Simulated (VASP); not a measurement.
Crystal: C.

```xyz
2
Lattice="0.0000 1.7834 1.7834 1.7834 0.0000 1.7834 1.7834 1.7834 0.0000" Properties=species:S:1:pos:R:3 pbc="T T T"
C     2.6751    2.6751    2.6751
C     1.7834    1.7834    1.7834
```

Base run:

- Program: VASP 6.6.1
- Functional: b88 exchange, pbe correlation
- Potentials or basis: VASP PAW PBE potentials, release 64 (C)
- Cutoff: 600 eV
- k mesh: 13 × 13 × 13
- Occupations: fermi-dirac, width 0.05 eV
- Spin: no spin polarisation

Its results: band gap on the k mesh 4.15 eV (least direct gap 5.61 eV); pressure 2.2 GPa.

Task: The run is repeated on the same cell with these changes: functional from b88 exchange, pbe correlation to BHLYP; cutoff from 600 eV to 520 eV; k mesh from 13 × 13 × 13 to 7 × 7 × 7. What comes out?

Result: Band gap on the k mesh 8.58 eV (least direct gap 10.17 eV); pressure -8.8 GPa.

Several settings changed at once.

Caveats: some runs use coarse meshes; the PAW data sets were made with another functional, which shifts forces and pressure a little; an odd mesh through Γ misses points on the zone boundary, where band edges can lie.
